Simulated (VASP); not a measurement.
# TaN (P6_3mc) in VASP: further runs

Aim: see how the results for TaN move with the level of theory and the settings. Levels: r2SCAN+U, r2SCAN. Tasks: relaxation of cell and atoms, single point.

All numbers are computed with VASP 6.6.1; they aren't measurements. Logs are shortened: lines on timing, memory, paths and dates and some standing lists are left out, and cuts for length are marked.

## (1) The cell of the first run

Symmetry: P6_3mc, No. 186, hexagonal system. The conventional cell has a = 3.050 Å, b = 3.050 Å, c = 4.940 Å, α = 90.00°, β = 90.00°, γ = 120.00°. Within 2.5 Å of Ta (site symmetry 3m) lie 4 N at 1.85 to 1.90 Å. Within 2.5 Å of N (site symmetry 3m) lie 4 Ta at 1.85 to 1.90 Å.

## (2) Relaxation of cell and atoms, r2SCAN+U

POSCAR reads:

```
TaN
1.0
    3.0500020400      0.0000000000      0.0000000000
   -1.5250010200      2.6413792500      0.0000000000
    0.0000000000      0.0000000000      4.9400015300
Ta N
2 2
Direct
    0.3333333333      0.6666666667      0.0000000000
    0.6666666667      0.3333333333      0.5000000000
    0.3333333333      0.6666666667      0.3850000000
    0.6666666667      0.3333333333      0.8850000000
```

INCAR.step1 reads:

```
PREC = Accurate
ENCUT = 600
ISMEAR = -1
SIGMA = 0.05
LREAL = F
LASPH = T
NELM = 150
LMAXMIX = 4
LDAU = T
LDAUTYPE = 2
LDAUL = 2 -1
LDAUU = 4 0
LDAUJ = 0 0
GGA = PE
ALGO = Normal
EDIFF = 1E-4
LWAVE = T
LCHARG = F
```

INCAR.step2 reads:

```
PREC = Accurate
ENCUT = 600
EDIFF = 1E-7
ISMEAR = -1
SIGMA = 0.05
LREAL = F
LASPH = T
NELM = 150
ALGO = Normal
ISIF = 3
LWAVE = F
LCHARG = F
LMAXMIX = 4
LDAU = T
LDAUTYPE = 2
LDAUL = 2 -1
LDAUU = 4 0
LDAUJ = 0 0
LDAUPRINT = 1
METAGGA = R2SCAN
LMIXTAU = T
IBRION = 2
NSW = 60
EDIFFG = -0.01
ISTART = 1
```

KPOINTS reads:

```
Automatic mesh
0
Gamma
  10 10 6
```

Potentials or basis: VASP PAW PBE potentials, release 64 (Ta_pv, N).

Command:

```
cat potpaw_PBE.64/Ta_pv/POTCAR potpaw_PBE.64/N/POTCAR > POTCAR
cp INCAR.step1 INCAR
mpirun -np 1 vasp_std > vasp.out
cp INCAR.step2 INCAR
mpirun -np 1 vasp_std > vasp.out
```

OUTCAR:

```text
PREC = Accurate
   ENCUT = 600
   EDIFF = 1E-7
   ISMEAR = -1
   LREAL = F
   LASPH = T
   NELM = 150
   ISIF = 3
   METAGGA = R2SCAN
   IBRION = 2
   NSW = 60
   EDIFFG = -0.01
   ISTART = 1

 ion  position               nearest neighbor table
   1  0.333  0.667  0.000-   4 1.85   4 1.85   4 1.85   3 1.90   2 3.03   2 3.03   2 3.03   2 3.03
                             2 3.03   2 3.03
   2  0.667  0.333  0.500-   3 1.85   3 1.85   3 1.85   4 1.90   1 3.03   1 3.03   1 3.03   1 3.03
                             1 3.03   1 3.03
   3  0.333  0.667  0.385-   2 1.85   2 1.85   2 1.85   1 1.90
   4  0.667  0.333  0.885-   1 1.85   1 1.85   1 1.85   2 1.90

  LATTYP: Found a hexagonal cell.
 ALAT       =     3.0500020400
 C/A-ratio  =     1.6196715495

  Lattice vectors:

 A1 = (   3.0500020400,   0.0000000000,   0.0000000000)
 A2 = (  -1.5250010200,   2.6413792500,   0.0000000000)
 A3 = (   0.0000000000,   0.0000000000,   4.9400015300)

Analysis of symmetry for initial positions (statically):
=====================================================================
 Subroutine PRICEL returns:
 Original cell was already a primitive cell.

 Routine SETGRP: Setting up the symmetry group for a
 hexagonal supercell.

 Subroutine GETGRP returns: Found 12 space group operations
 (whereof  6 operations were pure point group operations)
 out of a pool of 24 trial point group operations.

The static configuration has the point symmetry C_3v.
 The point group associated with its full space group is C_6v.

Analysis of symmetry for dynamics (positions and initial velocities):
=====================================================================
 Subroutine PRICEL returns:
 Original cell was already a primitive cell.

 Routine SETGRP: Setting up the symmetry group for a
 hexagonal supercell.

 Subroutine GETGRP returns: Found 12 space group operations
 (whereof  6 operations were pure point group operations)
 out of a pool of 24 trial point group operations.

The dynamic configuration has the point symmetry C_3v.
 The point group associated with its full space group is C_6v.

 Subroutine INISYM returns: Found 12 space group operations
 (whereof  6 operations are pure point group operations),
 and found     1 'primitive' translations

----------------------------------------------------------------------------------------

                                     Primitive cell

  volume of cell :      39.7977

  direct lattice vectors                    reciprocal lattice vectors
     3.050002040  0.000000000  0.000000000     0.327868633  0.189295043  0.000000000
    -1.525001020  2.641379250  0.000000000     0.000000000  0.378590087  0.000000000
     0.000000000  0.000000000  4.940001530     0.000000000  0.000000000  0.202429087

  length of vectors
     3.050002040  3.050002042  4.940001530     0.378590087  0.378590087  0.202429087

  position of ions in fractional coordinates (direct lattice)
     0.333333333  0.666666667  0.000000000
     0.666666667  0.333333333  0.500000000
     0.333333333  0.666666667  0.385000000
     0.666666667  0.333333333  0.885000000

  ion indices of the primitive-cell ions
   primitive index   ion index
                 1           1
                 2           2
                 3           3
                 4           4

[... 93 lines left out ...]
  Fermi-wavevector in a.u.,A,eV,Ry     =   1.522318  2.876765 31.530867  2.317453
  Thomas-Fermi vector in A             =   2.630914
   LORBIT       =      0    0 simple, 1 ext, 2 COOP (PROOUT), +10 PAW based schemes
 LDA+U is selected, type is set to LDAUTYPE =  2
   angular momentum for each species LDAUL =     2   -1
   U (eV)           for each species LDAUU =   4.0  0.0
   J (eV)           for each species LDAUJ =   0.0  0.0
   METAGGA = R2SCAN    functional components
   LHFCALC =     F    Hartree Fock is set to
   AEXX    =    0.0000 exact exchange contribution
   IVDW    =     0    specifies the selected vdW correction
   LEPSILON=     F    determine dielectric tensor
   LRPA    =     F    only Hartree local field effects (RPA)
 conjugate gradient relaxation of ions
 non-spin polarized calculation
  energy-cutoff  :      600.00
  volume of cell :       39.80
 maximum number of plane-waves:      1343
   NGX = 13   NGY = 13   NGZ = 19

--------------------------------------- Ionic step        1  -------------------------------------------

 number of electron      32.0000000 magnetization

 Free energy of the ion-electron system (eV)
  ---------------------------------------------------
  ext. energy  EPLUGINS =         0.00000000
  ---------------------------------------------------
  free energy    TOTEN  =      -105.24821167 eV

  energy without entropy =     -105.23227447  energy(sigma->0) =     -105.24024307

 E-fermi :  10.2475     XC(G=0): -14.6380

 val. band max:       10.2264589536   @ k =   0.3000   0.2000   0.1667
 cond. band min:      10.2643036791   @ k =   0.3000   0.0000   0.1667
 fundamental gap:      0.0378447255
 Fermi energy:        10.2475103768
[... 1220 lines left out ...]
  FREE ENERGIE OF THE ION-ELECTRON SYSTEM (eV)
  ---------------------------------------------------
  free  energy   TOTEN  =      -110.8154525855 eV

  energy  without entropy=     -110.8038669303  energy(sigma->0) =     -110.80965976

[... ionic steps 4 to 19 ...]

--------------------------------------- Ionic step       20  -------------------------------------------

 number of electron      31.9999994 magnetization

------------------------ aborting loop because EDIFF is reached ----------------------------------------
[... 65 lines left out ...]
  FREE ENERGIE OF THE ION-ELECTRON SYSTEM (eV)
  ---------------------------------------------------
  free  energy   TOTEN  =      -112.1064650656 eV

  energy  without entropy=     -112.1049409228  energy(sigma->0) =     -112.10570299

atom =   1  type =  1  l = 2

 onsite density matrix

spin component  1

  0.2294 -0.0000  0.0000  0.0504 -0.0000
 -0.0000  0.1745  0.0000  0.0000  0.0504
  0.0000  0.0000  0.2862  0.0000  0.0000
  0.0504  0.0000  0.0000  0.1745  0.0000
 -0.0000  0.0504  0.0000  0.0000  0.2294

spin component  2

  0.2294 -0.0000  0.0000  0.0504 -0.0000
 -0.0000  0.1745  0.0000  0.0000  0.0504
  0.0000  0.0000  0.2862  0.0000  0.0000
  0.0504  0.0000  0.0000  0.1745  0.0000
 -0.0000  0.0504  0.0000  0.0000  0.2294

 occupancies and eigenvectors

  o =  0.1445  v = -0.5111 -0.0000 -0.0000  0.8595  0.0000  0.0000  0.0000  0.0000  0.0000  0.0000      0.0000  0.0000  0.0000  0.0000  0.0000  0.0000  0.0000  0.0000  0.0000  0.0000
  o =  0.1445  v =  0.0000  0.0000  0.0000  0.0000  0.0000 -0.5111 -0.0000 -0.0000  0.8595  0.0000      0.0000  0.0000  0.0000  0.0000  0.0000  0.0000  0.0000  0.0000  0.0000  0.0000
  o =  0.1445  v = -0.0000  0.8595  0.0000  0.0000 -0.5111  0.0000  0.0000  0.0000  0.0000  0.0000      0.0000  0.0000  0.0000  0.0000  0.0000  0.0000  0.0000  0.0000  0.0000  0.0000
  o =  0.1445  v =  0.0000  0.0000  0.0000  0.0000  0.0000 -0.0000  0.8595  0.0000  0.0000 -0.5111      0.0000  0.0000  0.0000  0.0000  0.0000  0.0000  0.0000  0.0000  0.0000  0.0000
  o =  0.2593  v =  0.0000  0.0000  0.0000  0.0000  0.0000  0.8595 -0.0000  0.0000  0.5111 -0.0000      0.0000  0.0000  0.0000  0.0000  0.0000  0.0000  0.0000  0.0000  0.0000  0.0000
  o =  0.2593  v =  0.8595 -0.0000  0.0000  0.5111 -0.0000  0.0000  0.0000  0.0000  0.0000  0.0000      0.0000  0.0000  0.0000  0.0000  0.0000  0.0000  0.0000  0.0000  0.0000  0.0000
  o =  0.2593  v =  0.0000  0.5111 -0.0000  0.0000  0.8595  0.0000  0.0000  0.0000  0.0000  0.0000      0.0000  0.0000  0.0000  0.0000  0.0000  0.0000  0.0000  0.0000  0.0000  0.0000
  o =  0.2593  v =  0.0000  0.0000  0.0000  0.0000  0.0000  0.0000  0.5111 -0.0000  0.0000  0.8595      0.0000  0.0000  0.0000  0.0000  0.0000  0.0000  0.0000  0.0000  0.0000  0.0000
  o =  0.2862  v =  0.0000  0.0000  0.0000  0.0000  0.0000 -0.0000 -0.0000 -1.0000 -0.0000 -0.0000      0.0000  0.0000  0.0000  0.0000  0.0000  0.0000  0.0000  0.0000  0.0000  0.0000
  o =  0.2862  v = -0.0000 -0.0000 -1.0000 -0.0000 -0.0000  0.0000  0.0000  0.0000  0.0000  0.0000      0.0000  0.0000  0.0000  0.0000  0.0000  0.0000  0.0000  0.0000  0.0000  0.0000

atom =   2  type =  1  l = 2

 onsite density matrix

spin component  1

  0.2294 -0.0000 -0.0000 -0.0504 -0.0000
 -0.0000  0.1745 -0.0000  0.0000 -0.0504
 -0.0000 -0.0000  0.2862 -0.0000  0.0000
 -0.0504  0.0000 -0.0000  0.1745 -0.0000
 -0.0000 -0.0504  0.0000 -0.0000  0.2294

spin component  2

  0.2294 -0.0000 -0.0000 -0.0504 -0.0000
 -0.0000  0.1745 -0.0000  0.0000 -0.0504
 -0.0000 -0.0000  0.2862 -0.0000  0.0000
 -0.0504  0.0000 -0.0000  0.1745 -0.0000
 -0.0000 -0.0504  0.0000 -0.0000  0.2294

 occupancies and eigenvectors

  o =  0.1445  v = -0.5111 -0.0000  0.0000 -0.8595 -0.0000  0.0000  0.0000  0.0000  0.0000  0.0000      0.0000  0.0000  0.0000  0.0000  0.0000  0.0000  0.0000  0.0000  0.0000  0.0000
  o =  0.1445  v =  0.0000  0.0000  0.0000  0.0000  0.0000 -0.5111 -0.0000  0.0000 -0.8595 -0.0000      0.0000  0.0000  0.0000  0.0000  0.0000  0.0000  0.0000  0.0000  0.0000  0.0000
  o =  0.1445  v =  0.0000 -0.8595  0.0000  0.0000 -0.5111  0.0000  0.0000  0.0000  0.0000  0.0000      0.0000  0.0000  0.0000  0.0000  0.0000  0.0000  0.0000  0.0000  0.0000  0.0000
  o =  0.1445  v =  0.0000  0.0000  0.0000  0.0000  0.0000  0.0000 -0.8595  0.0000  0.0000 -0.5111      0.0000  0.0000  0.0000  0.0000  0.0000  0.0000  0.0000  0.0000  0.0000  0.0000
  o =  0.2593  v =  0.0000  0.0000  0.0000  0.0000  0.0000  0.8595 -0.0000 -0.0000 -0.5111  0.0000      0.0000  0.0000  0.0000  0.0000  0.0000  0.0000  0.0000  0.0000  0.0000  0.0000
  o =  0.2593  v =  0.8595 -0.0000 -0.0000 -0.5111  0.0000  0.0000  0.0000  0.0000  0.0000  0.0000      0.0000  0.0000  0.0000  0.0000  0.0000  0.0000  0.0000  0.0000  0.0000  0.0000
  o =  0.2593  v = -0.0000 -0.5111 -0.0000  0.0000  0.8595  0.0000  0.0000  0.0000  0.0000  0.0000      0.0000  0.0000  0.0000  0.0000  0.0000  0.0000  0.0000  0.0000  0.0000  0.0000
  o =  0.2593  v =  0.0000  0.0000  0.0000  0.0000  0.0000 -0.0000 -0.5111 -0.0000  0.0000  0.8595      0.0000  0.0000  0.0000  0.0000  0.0000  0.0000  0.0000  0.0000  0.0000  0.0000
  o =  0.2862  v =  0.0000  0.0000  0.0000  0.0000  0.0000  0.0000  0.0000 -1.0000 -0.0000 -0.0000      0.0000  0.0000  0.0000  0.0000  0.0000  0.0000  0.0000  0.0000  0.0000  0.0000
  o =  0.2862  v =  0.0000  0.0000 -1.0000 -0.0000 -0.0000  0.0000  0.0000  0.0000  0.0000  0.0000      0.0000  0.0000  0.0000  0.0000  0.0000  0.0000  0.0000  0.0000  0.0000  0.0000

--------------------------------------- Ionic step       22  -------------------------------------------

 number of electron      31.9999994 magnetization

 Free energy of the ion-electron system (eV)
  ---------------------------------------------------
  ext. energy  EPLUGINS =         0.00000000
  ---------------------------------------------------
  free energy    TOTEN  =      -112.10647016 eV

  energy without entropy =     -112.10495955  energy(sigma->0) =     -112.10571486

 E-fermi :   6.6243     XC(G=0): -12.8511

 val. band max:        6.4903355586   @ k =   0.1000   0.0000   0.5000
 cond. band min:       6.7357088814   @ k =   0.3000   0.3000   0.0000
 fundamental gap:      0.2453733228
 Fermi energy:         6.6243373962
[... 583 lines left out ...]
  FREE ENERGIE OF THE ION-ELECTRON SYSTEM (eV)
  ---------------------------------------------------
  free  energy   TOTEN  =      -112.1064701599 eV

  energy  without entropy=     -112.1049595511  energy(sigma->0) =     -112.10571486

 reached required accuracy - stopping structural energy minimisation
```

Run time: 22 min. Hardware: 1 thread of Intel Xeon 6975P-C (Granite Rapids), shared host; peak memory 0.21 GiB.

Results:

* Free energy: -112.1065 eV
* Relaxed volume: 13.46 Å³/atom
* Relaxed cell: a = 3.175 Å, b = 3.175 Å, c = 6.168 Å, α = 90.00°, β = 90.00°, γ = 120.00°
* Space group after relaxing (to 0.1 Å): P6_3mc (No. 186)
* Pressure after relaxing: 0.0 GPa
* Band gap on the k mesh: 0.25 eV (least direct gap 0.78 eV)

Final structure:
```yaml
crystal:
  lattice:
    - [3.17481, 0.00000, 0.00000]
    - [-1.58741, 2.74947, 0.00000]
    - [0.00000, 0.00000, 6.16840]
  atoms:
    - { symbol: Ta, position: [0.33333, 0.66667, 0.03155] }
    - { symbol: Ta, position: [0.66667, 0.33333, 0.53155] }
    - { symbol: N, position: [0.33333, 0.66667, 0.35345] }
    - { symbol: N, position: [0.66667, 0.33333, 0.85345] }
```

Levels at points of the mesh, in eV from the valence-band top:
```csv
k point,band 13,band 14,band 15,band 16,band 17,band 18,band 19,band 20
"(0.00, 0.00, 0.00)",-4.49,-4.49,-1.11,-0.77,0.76,0.76,2.79,2.79
"(0.50, 0.00, 0.00)",-5.15,-3.82,-2.01,-0.79,1.26,2.54,3.22,3.99
"(0.00, 0.00, 0.50)",-4.97,-4.97,-0.04,-0.04,1.56,1.56,1.56,1.56
"(0.50, 0.00, 0.50)",-4.79,-4.79,-0.94,-0.94,1.72,1.72,3.91,3.91
```

Eigenvalues of the final occupation matrices:
| site | spin | trace | eigenvalues |
| --- | --- | --- | --- |
| site 1 d | 1 | 1.09 | 0.14 0.14 0.26 0.26 0.29 |
| site 1 d | 2 | 1.09 | 0.14 0.14 0.26 0.26 0.29 |
| site 2 d | 1 | 1.09 | 0.14 0.14 0.26 0.26 0.29 |
| site 2 d | 2 | 1.09 | 0.14 0.14 0.26 0.26 0.29 |

Caveat: the volume moved by over 15 % at a fixed basis, so the end points are rough; the PAW data sets were made with another functional, which shifts forces and pressure a little; spin-orbit coupling is left out, which moves the levels of the heavy elements.

## (3) Single point, r2SCAN+U

This run uses another cell than the first one, of 13.29 Å³/atom.

POSCAR reads:

```
TaN
1.0
    3.1511655817      0.0000000000      0.0000000000
   -1.5755827909      2.7289894453      0.0000000000
    0.0000000000      0.0000000000      6.1833859968
Ta N
2 2
Direct
    0.3333333333      0.6666666667      0.0319484324
    0.6666666667      0.3333333333      0.5319484324
    0.3333333333      0.6666666667      0.3530515676
    0.6666666667      0.3333333333      0.8530515676
```

INCAR.step1, as its differences from that of step 2:

```diff
@@ -1,3 +1,3 @@
 PREC = Accurate
-ENCUT = 600
+ENCUT = 520
 ISMEAR = -1
@@ -11,4 +11,5 @@
 LDAUL = 2 -1
-LDAUU = 4 0
+LDAUU = 6 0
 LDAUJ = 0 0
+NBANDS = 24
 GGA = PE
```

INCAR.step2 reads:

```
PREC = Accurate
ENCUT = 520
EDIFF = 1E-6
ISMEAR = -1
SIGMA = 0.05
LREAL = F
LASPH = T
NELM = 150
ALGO = Normal
ISIF = 2
LWAVE = F
LCHARG = F
LMAXMIX = 4
LDAU = T
LDAUTYPE = 2
LDAUL = 2 -1
LDAUU = 6 0
LDAUJ = 0 0
LDAUPRINT = 1
METAGGA = R2SCAN
LMIXTAU = T
NBANDS = 24
ISTART = 1
```

KPOINTS is that of step 2.

Potentials or basis: VASP PAW PBE potentials, release 64 (Ta_pv, N).

Command:

```
cat potpaw_PBE.64/Ta_pv/POTCAR potpaw_PBE.64/N/POTCAR > POTCAR
cp INCAR.step1 INCAR
mpirun -np 1 vasp_std > vasp.out
cp INCAR.step2 INCAR
mpirun -np 1 vasp_std > vasp.out
```

Run time: 2.1 min. Hardware: 1 thread of AMD EPYC 9R45 (Zen 5), shared host; peak memory 0.18 GiB.

Results (log left out):

| Quantity | Value |
| --- | --- |
| Free energy | -108.8373 eV |
| Pressure | 8.8 GPa |
| Largest force | 0.042 eV/Å |
| Band gap on the k mesh | 0.46 eV (least direct gap 0.54 eV) |

Forces on the atoms (eV/Å):
```
Ta   0.000  0.000  0.042
Ta   0.000  0.000  0.042
N    0.000  0.000 -0.042
N    0.000  0.000 -0.042
```

Stress tensor (GPa, compression positive):
```
8.48 0.00 0.00
0.00 8.48 0.00
0.00 0.00 9.45
```

Levels at points of the mesh, in eV from the valence-band top:
```
           k point  band 12  band 13  band 14  band 15  band 16  band 17  band 18  band 19  band 20  band 21
(0.00, 0.00, 0.00)    -5.20    -4.35    -4.35    -1.17    -0.68     1.16     1.16     2.99     2.99     3.48
(0.50, 0.00, 0.00)    -5.37    -5.15    -3.74    -1.85    -0.80     1.37     2.77     3.60     4.51     4.76
(0.00, 0.00, 0.50)    -4.82    -4.82    -4.82    -0.07    -0.07     1.94     1.94     1.94     1.94     5.04
(0.50, 0.00, 0.50)    -5.64    -4.66    -4.66    -0.88    -0.88     1.87     1.87     4.40     4.40     5.01
```

Eigenvalues of the final occupation matrices:
```csv
site,spin,trace,eigenvalues
site 1 d,1,1.06,0.13 0.13 0.26 0.26 0.28
site 1 d,2,1.06,0.13 0.13 0.26 0.26 0.28
site 2 d,1,1.06,0.13 0.13 0.26 0.26 0.28
site 2 d,2,1.06,0.13 0.13 0.26 0.26 0.28
```

Caveat: the cell stands under pressure; the PAW data sets were made with another functional, which shifts forces and pressure a little; spin-orbit coupling is left out, which moves the levels of the heavy elements. A k mesh can miss the band edges.

## (4) Single point, r2SCAN+U

This run uses another cell than the first one, of 13.52 Å³/atom.

POSCAR reads:

```
TaN
1.0
    3.1656220298      0.0000000000      0.0000000000
   -1.5828110149      2.7415090966      0.0000000000
    0.0000000000      0.0000000000      6.2315984239
Ta N
2 2
Direct
    0.3333333333      0.6666666667      0.0312070532
    0.6666666667      0.3333333333      0.5312070532
    0.3333333333      0.6666666667      0.3537929468
    0.6666666667      0.3333333333      0.8537929468
```

INCAR.step1 reads:

```
PREC = Accurate
ENCUT = 520
ISMEAR = -1
SIGMA = 0.05
LREAL = False
LASPH = True
NELM = 150
LMAXMIX = 4
LDAU = True
LDAUTYPE = 2
LDAUL = 2 -1
LDAUU = 8 0
LDAUJ = 0 0
NBANDS = 24
GGA = PE
ALGO = Normal
EDIFF = 1E-4
LWAVE = True
LCHARG = False
```

INCAR.step2 reads:

```
PREC = Accurate
ENCUT = 520
EDIFF = 1E-6
ISMEAR = -1
SIGMA = 0.05
LREAL = False
LASPH = True
NELM = 150
ALGO = Normal
ISIF = 2
LWAVE = False
LCHARG = False
LMAXMIX = 4
LDAU = True
LDAUTYPE = 2
LDAUL = 2 -1
LDAUU = 8 0
LDAUJ = 0 0
LDAUPRINT = 1
METAGGA = R2SCAN
LMIXTAU = True
NBANDS = 24
ISTART = 1
```

KPOINTS reads:

```
regular mesh
0
Gamma
  10 10 6
```

Command:

```
cat potpaw_PBE.64/Ta_pv/POTCAR potpaw_PBE.64/N/POTCAR > POTCAR
cp INCAR.step1 INCAR
mpirun -np 1 vasp_std > vasp.out
cp INCAR.step2 INCAR
mpirun -np 1 vasp_std > vasp.out
```

Run time: 2.3 min. Hardware: 1 thread of AMD EPYC 9R45 (Zen 5), shared host; peak memory 0.18 GiB.

It converged, with:

```
Free energy            : -105.7183 eV
Pressure               : 9.3 GPa
Largest force          : 0.321 eV/Å
Band gap on the k mesh : 0.38 eV
```

Forces on the atoms (eV/Å):
```
Ta   0.000  0.000  0.321
Ta   0.000  0.000  0.321
N    0.000  0.000 -0.321
N    0.000  0.000 -0.321
```

Stress tensor (GPa, compression positive):
```
9.89 0.00 0.00
0.00 9.89 0.00
0.00 0.00 8.25
```

Levels at points of the mesh, in eV from the valence-band top:
| k point | band 12 | band 13 | band 14 | band 15 | band 16 | band 17 | band 18 | band 19 | band 20 | band 21 |
| --- | --- | --- | --- | --- | --- | --- | --- | --- | --- | --- |
| (0.00, 0.00, 0.00) | -5.13 | -4.34 | -4.34 | -1.39 | -0.58 | 1.45 | 1.45 | 3.02 | 3.02 | 3.77 |
| (0.50, 0.00, 0.00) | -5.25 | -5.24 | -3.79 | -1.67 | -0.97 | 1.27 | 2.76 | 3.74 | 4.70 | 4.87 |
| (0.00, 0.00, 0.50) | -4.77 | -4.77 | -4.77 | -0.18 | -0.18 | 2.19 | 2.19 | 2.19 | 2.19 | 4.79 |
| (0.50, 0.00, 0.50) | -5.62 | -4.60 | -4.60 | -0.89 | -0.89 | 1.84 | 1.84 | 4.56 | 4.56 | 4.93 |

Eigenvalues of the final occupation matrices:
```csv
site,spin,trace,eigenvalues
site 1 d,1,1.00,0.11 0.11 0.25 0.25 0.27
site 1 d,2,1.00,0.11 0.11 0.25 0.25 0.27
site 2 d,1,1.00,0.11 0.11 0.25 0.25 0.27
site 2 d,2,1.00,0.11 0.11 0.25 0.25 0.27
```

Caveat: the cell stands under pressure; the PAW data sets were made with another functional, which shifts forces and pressure a little; spin-orbit coupling is left out, which moves the levels of the heavy elements. A k mesh can miss the band edges.

[end of part 1 of 2]

The gap in the log of VASP goes by the Fermi energy; the results here count the filled bands.